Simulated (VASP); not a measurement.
# WC (P-6m2) in VASP: a series of runs

WC is run at these levels: PBE; tasks: single point.

Program: VASP 6.6.1. These are calculated values, not measurements. Logs are shortened: lines on timing, memory, paths and dates and some standing lists are left out, and cuts for length are marked.

## Step 1: The cell of the first run

Symmetry: P-6m2, No. 187, hexagonal system. The conventional cell has a = 2.939 Å, b = 2.939 Å, c = 2.866 Å, α = 90.00°, β = 90.00°, γ = 120.00°. W (site symmetry -6m2) has 6 C at 2.22 Å and 2 W at 2.87 Å within 2.9 Å. C (site symmetry -6m2) has 6 W at 2.22 Å and 2 C at 2.87 Å within 2.9 Å.

## Step 2: Single point, PBE (volume scaled by 1.04)

INCAR

```
SYSTEM = WC
PREC = Accurate
ENCUT = 520
EDIFF = 1E-7
ISMEAR = -1
SIGMA = 0.05
LREAL = .False.
LASPH = .True.
NELM = 100
ALGO = Normal
ISIF = 2
LWAVE = .False.
LCHARG = .True.
GGA = PE
LELF = .True.
LVHAR = .True.
NBANDS = 16
```

KPOINTS

```
Automatic mesh
0
Gamma
  13 13 12
  0 0 0
```

POSCAR

```
WC
1.0
    2.9386703057      0.0000000000      0.0000000000
   -1.4693351528      2.5449631381      0.0000000000
    0.0000000000      0.0000000000      2.8662279534
W C
1 1
Direct
    0.0000000000      0.0000000000      0.0000000000
    0.6666666667      0.3333333333      0.5000000000
```

Potentials or basis: VASP PAW PBE potentials, release 64 (W_sv, C).

The run is started by

```
> cat potpaw_PBE.64/W_sv/POTCAR potpaw_PBE.64/C/POTCAR > POTCAR
> mpirun -np 1 vasp_std > vasp.out
```

OUTCAR:

```text
SYSTEM = WC
   PREC = Accurate
   ENCUT = 520
   EDIFF = 1E-7
   ISMEAR = -1
   LREAL = .False.
   LASPH = .True.
   NELM = 100
   ISIF = 2
   GGA = PE

 ion  position               nearest neighbor table
   1  0.000  0.000  0.000-   2 2.22   2 2.22   2 2.22   2 2.22   2 2.22   2 2.22
   2  0.667  0.333  0.500-   1 2.22   1 2.22   1 2.22   1 2.22   1 2.22   1 2.22

  LATTYP: Found a hexagonal cell.
 ALAT       =     2.9386703057
 C/A-ratio  =     0.9753485949

  Lattice vectors:

 A1 = (   2.9386703057,   0.0000000000,   0.0000000000)
 A2 = (  -1.4693351528,   2.5449631381,   0.0000000000)
 A3 = (   0.0000000000,   0.0000000000,   2.8662279534)

Analysis of symmetry for initial positions (statically):
=====================================================================
 Subroutine PRICEL returns:
 Original cell was already a primitive cell.

 Routine SETGRP: Setting up the symmetry group for a
 hexagonal supercell.

 Subroutine GETGRP returns: Found 12 space group operations
 (whereof 12 operations were pure point group operations)
 out of a pool of 24 trial point group operations.

The static configuration has the point symmetry D_3h.

Analysis of symmetry for dynamics (positions and initial velocities):
=====================================================================
 Subroutine PRICEL returns:
 Original cell was already a primitive cell.

 Routine SETGRP: Setting up the symmetry group for a
 hexagonal supercell.

 Subroutine GETGRP returns: Found 12 space group operations
 (whereof 12 operations were pure point group operations)
 out of a pool of 24 trial point group operations.

The dynamic configuration has the point symmetry D_3h.

 Subroutine INISYM returns: Found 12 space group operations
 (whereof 12 operations are pure point group operations),
 and found     1 'primitive' translations

----------------------------------------------------------------------------------------

                                     Primitive cell

  volume of cell :      21.4360

  direct lattice vectors                    reciprocal lattice vectors
     2.938670306  0.000000000  0.000000000     0.340289960  0.196466500  0.000000000
    -1.469335153  2.544963138  0.000000000     0.000000000  0.392933000  0.000000000
     0.000000000  0.000000000  2.866227953     0.000000000  0.000000000  0.348890603

  length of vectors
     2.938670306  2.938670306  2.866227953     0.392933000  0.392933000  0.348890603

  position of ions in fractional coordinates (direct lattice)
     0.000000000  0.000000000  0.000000000
     0.666666667  0.333333333  0.500000000

  ion indices of the primitive-cell ions
   primitive index   ion index
                 1           1
                 2           2

----------------------------------------------------------------------------------------

 KPOINTS: Automatic mesh

Automatic generation of k-mesh.
 Grid dimensions read from file:
 generate k-points for:   13   13   12

 Generating k-lattice:

  Cartesian coordinates                     Fractional coordinates (reciprocal lattice)
     0.026176151  0.015112808  0.000000000     0.076923077 -0.000000000  0.000000000
     0.000000000  0.030225615  0.000000000     0.000000000  0.076923077  0.000000000
     0.000000000  0.000000000  0.029074217     0.000000000  0.000000000  0.083333333

  Length of vectors
     0.030225615  0.030225615  0.029074217

  Shift w.r.t. Gamma in fractional coordinates (k-lattice)
     0.000000000  0.000000000  0.000000000

 Subroutine IBZKPT returns following result:
 ===========================================

 Found    147 irreducible k-points:

 Following reciprocal coordinates:
            Coordinates               Weight
  0.000000  0.000000  0.000000      1.000000
  0.076923  0.000000  0.000000      6.000000
  0.153846  0.000000  0.000000      6.000000
  0.230769  0.000000  0.000000      6.000000
  0.307692  0.000000  0.000000      6.000000
  0.384615 -0.000000  0.000000      6.000000
[... 16 lines left out ...]
  0.076923  0.000000  0.083333     12.000000
  0.153846  0.000000  0.083333     12.000000
 [... further k-points ...]
   k-points           NKPTS =    147   k-points in BZ     NKDIM =    147   number of bands    NBANDS=     16
   number of dos      NEDOS =    301   number of ions     NIONS =      2
   total plane-waves  NPLWV =  13824
   dimension x,y,z NGX =    24 NGY =   24 NGZ =   24
   dimension x,y,z NGXF=    48 NGYF=   48 NGZF=   48
   ions per type =               1   1
   NGX,Y,Z   is equivalent  to a cutoff of  13.58, 13.58, 13.92 a.u.
   NGXF,Y,Z  is equivalent  to a cutoff of  27.15, 27.15, 27.84 a.u.
 SYSTEM =  WC
   PREC   = accura    normal or accurate (medium, high low for compatibility)
   ISTART =      0    job   : 0-new  1-cont  2-samecut
   ICHARG =      2    charge: 1-file 2-atom 10-const
   ISPIN  =      1    spin polarized calculation?
   LNONCOLLINEAR =      F non collinear calculations
   LSORBIT =      F    spin-orbit coupling
   LASPH  =      T    aspherical Exc in radial PAW
   ENCUT  =  520.0 eV  38.22 Ry    6.18 a.u.   5.46  5.46  5.33*2*pi/ulx,y,z
   NELM   =    100;   NELMIN=  2; NELMDL= -5     # of ELM steps
   EDIFF  = 0.1E-06   stopping-criterion for ELM
   LREAL  =      F    real-space projection
   EDIFFG = 0.1E-05   stopping-criterion for IOM
   NSW    =      0    number of steps for IOM
   IBRION =     -1    ionic relax: 0-MD 1-quasi-New 2-CG
   NFREE  =      0    steps in history (QN), initial steepest desc. (CG)
   ISIF   =      2    stress and relaxation
   ISYM   =      2    0-nonsym 1-usesym 2-fastsym
   POTIM  = 0.5000    time-step for ionic-motion
   TEBEG  =    0.0;   TEEND  =   0.0 temperature during run
   PSTRESS=    0.0 pullay stress
   NELECT =      18.0000    total number of electrons
   NUPDOWN=      -1.0000    fix difference up-down
   EMIN   =  10.00;   EMAX   =-10.00  energy-range for DOS
   EFERMI =   0.00;   METHOD = LEGACY
   ISMEAR =    -1;   SIGMA  =   0.05  broadening in eV -4-tet -1-fermi 0-gaus
   EFERMI_NEDOS =   21; number of points for ismear=-14 and -15
   IALGO  =     38    algorithm
   IMIX   =      4    mixing-type and parameters
     AMIX     =   0.40;   BMIX     =  1.00
     AMIX_MAG =   1.60;   BMIX_MAG =  1.00
  volume/ion in A,a.u.               =      10.72        72.33
  Fermi-wavevector in a.u.,A,eV,Ry     =   1.544488  2.918660 32.455940  2.385444
  Thomas-Fermi vector in A             =   2.650002
   LORBIT       =      0    0 simple, 1 ext, 2 COOP (PROOUT), +10 PAW based schemes
   GGA     = PE    functional components
   LHFCALC =     F    Hartree Fock is set to
   AEXX    =    0.0000 exact exchange contribution
   IVDW    =     0    specifies the selected vdW correction
   LEPSILON=     F    determine dielectric tensor
   LRPA    =     F    only Hartree local field effects (RPA)
 non-spin polarized calculation
  energy-cutoff  :      520.00
  volume of cell :       21.44
 maximum number of plane-waves:       599
 NGX is ok and might be reduce to    24
   NGX = 11   NGY = 11   NGZ = 11

 number of electron      18.0000000 magnetization

 Free energy of the ion-electron system (eV)
  ---------------------------------------------------
  ext. energy  EPLUGINS =         0.00000000
  ---------------------------------------------------
  free energy    TOTEN  =       -22.44471339 eV

  energy without entropy =      -22.44180792  energy(sigma->0) =      -22.44326065

 E-fermi :  10.6193     XC(G=0): -13.6200

 val. band max:       10.6060044507   @ k =   0.4615   0.0000   0.4167
 cond. band min:      10.6383393703   @ k =   0.4615   0.0769   0.5000
 fundamental gap:      0.0323349196
 Fermi energy:        10.6193005187

 k-point     1 :       0.0000    0.0000    0.0000
  band No.  band energies     occupation
      1     -63.4532      2.00000
      2     -27.4307      2.00000
      3     -27.3437      2.00000
      4     -27.3437      2.00000
      5      -3.5807      2.00000
      6       6.4904      2.00000
[... 8 lines left out ...]
     15      24.6574      0.00000
     16      27.0605      0.00000

 k-point     2 :       0.0769    0.0000    0.0000
  band No.  band energies     occupation
      1     -63.4503      2.00000
      2     -27.4252      2.00000
      3     -27.3871      2.00000
      4     -27.3536      2.00000
      5      -3.4319      2.00000
      6       6.5315      2.00000
[... 8 lines left out ...]
     15      24.3740      0.00000
     16      27.3754      0.00000

 k-point     3 :       0.1538    0.0000    0.0000
  band No.  band energies     occupation
      1     -63.4424      2.00000
      2     -27.5059      2.00000
      3     -27.4098      2.00000
      4     -27.3808      2.00000
      5      -3.0069      2.00000
      6       6.2184      2.00000
[... 8 lines left out ...]
     15      24.0743      0.00000
     16      28.2521      0.00000

 k-point     4 :       0.2308    0.0000    0.0000
  band No.  band energies     occupation
      1     -63.4313      2.00000
      2     -27.6700      2.00000
      3     -27.4190      2.00000
      4     -27.3880      2.00000
      5      -2.3670      2.00000
      6       5.4714      2.00000
[... 8 lines left out ...]
     15      24.2655      0.00000
     16      28.6154      0.00000

 k-point     5 :       0.3077    0.0000    0.0000
  band No.  band energies     occupation
      1     -63.4194      2.00000
      2     -27.8400      2.00000
      3     -27.4593      2.00000
      4     -27.3648      2.00000
      5      -1.6113      2.00000
      6       4.7323      2.00000
[... 8 lines left out ...]
     15      25.0429      0.00000
     16      27.3429      0.00000

 k-point     6 :       0.3846   -0.0000    0.0000
  band No.  band energies     occupation
      1     -63.4096      2.00000
      2     -27.9779      2.00000
      3     -27.4924      2.00000
      4     -27.3455      2.00000
      5      -0.8863      2.00000
      6       4.1400      2.00000
[... 8 lines left out ...]
     15      24.4986      0.00000
     16      27.2080      0.00000

 k-point     7 :       0.4615    0.0000    0.0000
  band No.  band energies     occupation
      1     -63.4040      2.00000
      2     -28.0545      2.00000
      3     -27.5111      2.00000
      4     -27.3345      2.00000
      5      -0.4091      2.00000
      6       3.7891      2.00000
[... 8 lines left out ...]
     15      23.2432      0.00000
     16      28.1490      0.00000

 k-point     8 :       0.0769    0.0769    0.0000
  band No.  band energies     occupation
      1     -63.4449      2.00000
      2     -27.4663      2.00000
      3     -27.4147      2.00000
      4     -27.3741      2.00000
      5      -3.1448      2.00000
      6       6.3811      2.00000
[... 8 lines left out ...]
     15      24.1295      0.00000
     16      27.8894      0.00000

 k-point     9 :       0.1538    0.0769    0.0000
  band No.  band energies     occupation
      1     -63.4354      2.00000
      2     -27.6027      2.00000
      3     -27.4118      2.00000
      4     -27.3961      2.00000
      5      -2.6102      2.00000
      6       5.7689      2.00000
[... 8 lines left out ...]
     15      24.1263      0.00000
     16      28.6272      0.00000
[... 172 lines left out ...]
 k-point    19 :       0.3077    0.2308    0.0000
  band No.  band energies     occupation
      1     -63.4008      2.00000
      2     -27.9474      2.00000
      3     -27.6847      2.00000
      4     -27.3281      2.00000
      5      -0.0459      2.00000
      6       4.1286      2.00000
[... 8 lines left out ...]
     15      25.3606      0.00000
     16      27.1807      0.00000

 k-point    20 :       0.3846    0.2308    0.0000
  band No.  band energies     occupation
      1     -63.3986      2.00000
      2     -27.9556      2.00000
      3     -27.7143      2.00000
      4     -27.3239      2.00000
      5       0.1792      2.00000
      6       4.0805      2.00000
[... 8 lines left out ...]
     15      24.8724      0.00000
     16      27.1714      0.00000

 k-point    21 :       0.3077    0.3077    0.0000
  band No.  band energies     occupation
      1     -63.3976      2.00000
      2     -27.9029      2.00000
      3     -27.7864      2.00000
      4     -27.3219      2.00000
      5       0.2940      2.00000
      6       4.1965      2.00000
[... 8 lines left out ...]
     15      25.5213      0.00000
     16      26.3601      0.00000

 k-point    22 :       0.0000    0.0000    0.0833
  band No.  band energies     occupation
      1     -63.4508      2.00000
      2     -27.4772      2.00000
      3     -27.3397      2.00000
      4     -27.3397      2.00000
      5      -3.4183      2.00000
      6       6.3932      2.00000
[... 8 lines left out ...]
     15      25.0390      0.00000
     16      27.1102      0.00000

 k-point    23 :       0.0769    0.0000    0.0833
  band No.  band energies     occupation
      1     -63.4480      2.00000
      2     -27.4716      2.00000
      3     -27.3828      2.00000
      4     -27.3495      2.00000
      5      -3.2730      2.00000
      6       6.4641      2.00000
[... 8 lines left out ...]
     15      24.5645      0.00000
     16      27.3866      0.00000

 k-point    24 :       0.1538    0.0000    0.0833
  band No.  band energies     occupation
      1     -63.4401      2.00000
      2     -27.5022      2.00000
      3     -27.4546      2.00000
      4     -27.3767      2.00000
      5      -2.8591      2.00000
      6       6.2832      2.00000
[... 8 lines left out ...]
     15      24.0148      0.00000
     16      28.1733      0.00000

 [... further k-points ...]

------------------------ aborting loop because EDIFF is reached ----------------------------------------

  FORCE on cell =-STRESS in cart. coord.  units (eV):
  Direction    XX          YY          ZZ          XY          YZ          ZX
  --------------------------------------------------------------------------------------
  -------------------------------------------------------------------------------------
  Total       -0.7029718     -0.7029718     -0.9410909     -0.0000000     -0.0000000      0.0000000
  in kB      -52.5418546    -52.5418546    -70.3394660     -0.0000000     -0.0000000      0.0000000
  external PRESSURE =     -58.4743917 kB  Pullay stress =       0.0000000 kB

 VOLUME and BASIS-vectors are now :
 -----------------------------------------------------------------------------
  energy-cutoff  :      520.00
  volume of cell :       21.44
      direct lattice vectors                 reciprocal lattice vectors
     2.938670306  0.000000000  0.000000000     0.340289960  0.196466500  0.000000000
    -1.469335153  2.544963138  0.000000000     0.000000000  0.392933000  0.000000000
     0.000000000  0.000000000  2.866227953     0.000000000  0.000000000  0.348890603

 POSITION                                       TOTAL-FORCE (eV/Angst)
 -----------------------------------------------------------------------------------
      0.00000      0.00000      0.00000        -0.000000      0.000000      0.000000
      1.46934      0.84832      1.43311         0.000000     -0.000000      0.000000
 -----------------------------------------------------------------------------------
    total drift:                               -0.000000      0.000000      0.000000

  FREE ENERGIE OF THE ION-ELECTRON SYSTEM (eV)
  ---------------------------------------------------
  free  energy   TOTEN  =       -22.4447133890 eV

  energy  without entropy=      -22.4418079181  energy(sigma->0) =      -22.44326065
```

It took 86 s on 1 thread of AMD EPYC 7R13, shared host; peak memory 0.15 GiB.

What came out:

| Item | Value |
| --- | --- |
| Free energy | -22.4447 eV |
| Pressure | -5.8 GPa |
| Band gap on the k mesh | zero (band 9 reaches 11.30 eV, above the bottom of band 10 at 10.07 eV) |

Levels at points of the mesh, in eV from the Fermi level:
| k point | band 5 | band 6 | band 7 | band 8 | band 9 | band 10 | band 11 | band 12 | band 13 | band 14 |
| --- | --- | --- | --- | --- | --- | --- | --- | --- | --- | --- |
| (0.00, 0.00, 0.00) | -14.20 | -4.13 | -3.20 | -3.20 | 0.09 | 3.09 | 3.09 | 5.45 | 5.45 | 6.15 |
| (0.00, 0.00, 0.50) | -10.36 | -8.44 | -1.93 | -1.93 | -0.55 | -0.55 | 3.54 | 4.43 | 4.43 | 9.75 |

Caveat: spin-orbit coupling is left out, which moves the levels of the heavy elements.

## Step 3: Single point, PBE (volume scaled by 1.06)

INCAR

```
  ALGO = Normal
  EDIFF = 1E-6
  ENCUT = 520
  GGA = PE
  ISIF = 2
  ISMEAR = -1
  LASPH = T
  LCHARG = T
  LELF = T
  LREAL = F
  LVHAR = T
  LWAVE = F
  NBANDS = 16
  NELM = 100
  PREC = Accurate
  SIGMA = 0.05
```

KPOINTS

```
k-points
0
Gamma
  13 13 12
```

POSCAR

```
WC
1.0
    2.9573884556      0.0000000000      0.0000000000
   -1.4786942278      2.5611735314      0.0000000000
    0.0000000000      0.0000000000      2.8844846746
W C
1 1
Direct
    0.0000000000      0.0000000000      0.0000000000
    0.6666666667      0.3333333333      0.5000000000
```

Potentials or basis: VASP PAW PBE potentials, release 64 (W_sv, C).

The run is started by

```
> cat potpaw_PBE.64/W_sv/POTCAR potpaw_PBE.64/C/POTCAR > POTCAR
> mpirun -np 1 vasp_std > vasp.out
```

It took 92 s on 1 thread of AMD EPYC 7R13, shared host; peak memory 0.15 GiB.

It converged, with:

| Quantity | Value |
| --- | --- |
| Free energy | -22.4213 eV |
| Pressure | -12.5 GPa |
| Band gap on the k mesh | zero (band 9 reaches 11.03 eV, above the bottom of band 10 at 9.83 eV) |

Stress tensor (GPa, compression positive):
```
-11.53   0.00   0.00
  0.00 -11.53   0.00
  0.00   0.00 -14.29
```

Levels at points of the mesh, in eV from the Fermi level:
```csv
k point,band 6,band 7,band 8,band 9,band 10,band 11,band 12,band 13
"(0.00, 0.00, 0.00)",-4.02,-3.12,-3.12,0.09,3.01,3.01,5.35,5.35
"(0.00, 0.00, 0.50)",-8.32,-1.88,-1.88,-0.52,-0.52,3.47,4.39,4.39
```

Caveat: spin-orbit coupling is left out, which moves the levels of the heavy elements.
